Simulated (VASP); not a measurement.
# Os (Fm-3m) in VASP: further runs

Os is run at these levels: BLYP, r2SCAN+D3(BJ), PBEsol, MS2; tasks: single point, electric field gradients, band structure, equation of state.

Everything below comes from runs of VASP 6.6.1. Logs are shortened: lines on timing, memory, paths and dates and some standing lists are left out, and cuts for length are marked.

## Step 1: The cell of the first run

The structure is cubic, space group Fm-3m (No. 225). Conventional cell: a = 3.890 Å, b = 3.890 Å, c = 3.890 Å, α = 90.00°, β = 90.00°, γ = 90.00°. Within 3.6 Å of Os (site symmetry m-3m) lie 12 Os at 2.75 Å.

This isn't the form of Os at room conditions, which is hcp.

## Step 2: Single point, BLYP, non-collinear spin, zero start, spin-orbit coupling

The input, POSCAR:

```
Os
1.0
    2.7506453800      0.0000000000      0.0000000000
    1.3753226900      2.3821287759      0.0000000000
    1.3753226900      0.7940429253      2.2458925481
Os
1
Direct
    0.0000000000      0.0000000000      0.0000000000
```

The input, INCAR.step1:

```
  PREC = Accurate
  ENCUT = 420
  EDIFF = 1E-6
  ISMEAR = 1
  SIGMA = 0.1
  LREAL = False
  LASPH = True
  NELM = 200
  ALGO = Normal
  ISIF = 2
  LWAVE = False
  LCHARG = True
  MAGMOM = 0 0 0
  LSORBIT = True
  GGA_COMPAT = False
  LORBMOM = True
  LMAXMIX = 4
  GGA = B5
  ALDAX = 1.0
  AGGAX = 1.0
  AGGAC = 1.0
  ALDAC = 0.0
  NBANDS = 27
  NEDOS = 2001
  LORBIT = 11
```

The input, KPOINTS.step1:

```
Automatic mesh
0
Gamma
  12 12 12
```

The input, INCAR.step2:

```
  PREC = Accurate
  ENCUT = 420
  EDIFF = 1E-6
  ISMEAR = -5
  SIGMA = 0.1
  LREAL = False
  LASPH = True
  NELM = 200
  ALGO = Normal
  ISIF = 2
  LWAVE = False
  LCHARG = False
  MAGMOM = 0 0 0
  LORBIT = 11
  LSORBIT = True
  GGA_COMPAT = False
  LORBMOM = True
  LMAXMIX = 4
  GGA = B5
  ALDAX = 1.0
  AGGAX = 1.0
  AGGAC = 1.0
  ALDAC = 0.0
  NEDOS = 2001
  ICHARG = 11
```

The input, KPOINTS.step2:

```
Automatic mesh
0
Gamma
  18 18 18
```

Potentials or basis: VASP PAW PBE potentials, release 64 (Os_sv_GW).

The run is started by

```sh
> cat potpaw_PBE.64/Os_sv_GW/POTCAR > POTCAR
> cp INCAR.step1 INCAR
> cp KPOINTS.step1 KPOINTS
> mpirun -np 1 vasp_ncl > vasp.out
> cp INCAR.step2 INCAR
> cp KPOINTS.step2 KPOINTS
> mpirun -np 1 vasp_ncl > vasp.out
```

OUTCAR:

```text
PREC = Accurate
   ENCUT = 420
   EDIFF = 1E-6
   ISMEAR = -5
   LREAL = False
   LASPH = True
   NELM = 200
   ISIF = 2
   LORBIT = 11
   LSORBIT = True
   GGA = B5
   ICHARG = 11

 ion  position               nearest neighbor table
   1  0.000  0.000  0.000-

  LATTYP: Found a face centered cubic cell.
 ALAT       =     3.8900000017

  Lattice vectors:

 A1 = (   2.7506453800,   0.0000000000,   0.0000000000)
 A2 = (   1.3753226900,   2.3821287759,   0.0000000000)
 A3 = (   1.3753226900,   0.7940429253,   2.2458925481)

Analysis of symmetry for initial positions (statically):
=====================================================================
 Subroutine PRICEL returns:
 Original cell was already a primitive cell.

 Routine SETGRP: Setting up the symmetry group for a
 face centered cubic supercell.

 Subroutine GETGRP returns: Found 48 space group operations
 (whereof 48 operations were pure point group operations)
 out of a pool of 48 trial point group operations.

The static configuration has the point symmetry O_h .

Analysis of symmetry for dynamics (positions and initial velocities):
=====================================================================
 Subroutine PRICEL returns:
 Original cell was already a primitive cell.

 Routine SETGRP: Setting up the symmetry group for a
 face centered cubic supercell.

 Subroutine GETGRP returns: Found 48 space group operations
 (whereof 48 operations were pure point group operations)
 out of a pool of 48 trial point group operations.

The dynamic configuration has the point symmetry O_h .

Analysis of structural, dynamic, and magnetic symmetry:
=====================================================================
 Subroutine PRICEL returns:
 Original cell was already a primitive cell.

 Routine SETGRP: Setting up the symmetry group for a
 face centered cubic supercell.

 Subroutine GETGRP returns: Found 48 space group operations
 (whereof 48 operations were pure point group operations)
 out of a pool of 48 trial point group operations.

The overall configuration has the point symmetry O_h .

 Subroutine INISYM returns: Found 48 space group operations
 (whereof 48 operations are pure point group operations),
 and found     1 'primitive' translations

----------------------------------------------------------------------------------------

[... 791 lines left out ...]
     24      30.1944      0.00000

 [... further k-points ...]

------------------------ aborting loop because EDIFF is reached ----------------------------------------

  FORCE on cell =-STRESS in cart. coord.  units (eV):
  Direction    XX          YY          ZZ          XY          YZ          ZX
  --------------------------------------------------------------------------------------
  -------------------------------------------------------------------------------------
  Total        0.5549486      0.5549486      0.5549486      0.0000000      0.0000000      0.0000000
  in kB       60.4191375     60.4191375     60.4191375      0.0000000      0.0000000      0.0000000
  external PRESSURE =      60.4191375 kB  Pullay stress =       0.0000000 kB

 VOLUME and BASIS-vectors are now :
 -----------------------------------------------------------------------------
  energy-cutoff  :      420.00
  volume of cell :       14.72
      direct lattice vectors                 reciprocal lattice vectors
     2.750645380  0.000000000  0.000000000     0.363551044 -0.209896293 -0.148419092
     1.375322690  2.382128776  0.000000000     0.000000000  0.419792586 -0.148419092
     1.375322690  0.794042925  2.245892548     0.000000000  0.000000000  0.445257277

 POSITION                                       TOTAL-FORCE (eV/Angst)
 -----------------------------------------------------------------------------------
      0.00000      0.00000      0.00000        -0.000000      0.000000      0.000000
 -----------------------------------------------------------------------------------
    total drift:                               -0.000000     -0.000000     -0.000000

  FREE ENERGIE OF THE ION-ELECTRON SYSTEM (eV)
  ---------------------------------------------------
  free  energy   TOTEN  =       -12.5338488096 eV

  energy  without entropy=      -12.5338488096  energy(sigma->0) =      -12.53384881

 orbital moment (x)

 # of ion     p       d       f       tot
 ------------------------------------------------
  1        -0.000   0.000   0.000   0.000
 ------------------------------------------------
           -0.000   0.000   0.000   0.000

 orbital moment (y)

 # of ion     p       d       f       tot
 ------------------------------------------------
  1        -0.000   0.000   0.000   0.000
 ------------------------------------------------
           -0.000   0.000   0.000   0.000

 orbital moment (z)

 # of ion     p       d       f       tot
 ------------------------------------------------
  1         0.000   0.000  -0.000   0.000
 ------------------------------------------------
            0.000   0.000  -0.000   0.000

 Spin-Orbit-Coupling matrix elements

 Ion:    1  E_soc:     -3.7404719
 l=   1
     0.0000000    -0.5518401    -0.5518401
    -0.5518401     0.0000000    -0.5518401
    -0.5518401    -0.5518401     0.0000000
 l=   2
     0.0000000    -0.0146347     0.0000000    -0.0146347    -0.0563785
    -0.0146347     0.0000000    -0.0422839    -0.0151748    -0.0146347
     0.0000000    -0.0422839     0.0000000    -0.0422839     0.0000000
    -0.0146347    -0.0151748    -0.0422839     0.0000000    -0.0146347
    -0.0563785    -0.0146347     0.0000000    -0.0146347     0.0000000
 l=   3
     0.0000000    -0.0000082     0.0000000     0.0000000     0.0000000    -0.0000082    -0.0000090
    -0.0000082     0.0000000     0.0000005     0.0000000     0.0000005    -0.0000137     0.0000019
     0.0000000     0.0000005     0.0000000    -0.0000132     0.0000042     0.0000005     0.0000000
     0.0000000     0.0000000    -0.0000132     0.0000000    -0.0000132     0.0000000     0.0000000
     0.0000000     0.0000005     0.0000042    -0.0000132     0.0000000     0.0000005     0.0000000
    -0.0000082    -0.0000137     0.0000005     0.0000000     0.0000005     0.0000000     0.0000019
    -0.0000090     0.0000019     0.0000000     0.0000000     0.0000000     0.0000019     0.0000000

 total charge

# of ion       s       p       d       f       tot
--------------------------------------------------
    1        3.837   6.110   5.231   0.131  15.309

 magnetization (x)

# of ion       s       p       d       f       tot
--------------------------------------------------
    1        0.000   0.000   0.000   0.000   0.000

 magnetization (y)

# of ion       s       p       d       f       tot
--------------------------------------------------
    1        0.000  -0.000   0.000   0.000   0.000

 magnetization (z)

# of ion       s       p       d       f       tot
--------------------------------------------------
    1        0.000  -0.000   0.000   0.000   0.000
```

Run time: 66 s. Hardware: 1 thread of Intel Xeon 6975P-C (Granite Rapids), shared host; peak memory 0.2 GiB.

What came out:

- Net moment: 0.00 μB per cell
- Valence electrons inside the program's atomic spheres: Os 15.31

Moments on the atoms (μB; x, y, z):
```
Os  0.00 0.00 0.00
```

Caveat: the PAW data sets were made with another functional, which shifts forces and pressure a little.

(Part 1 of 2 ends here.)
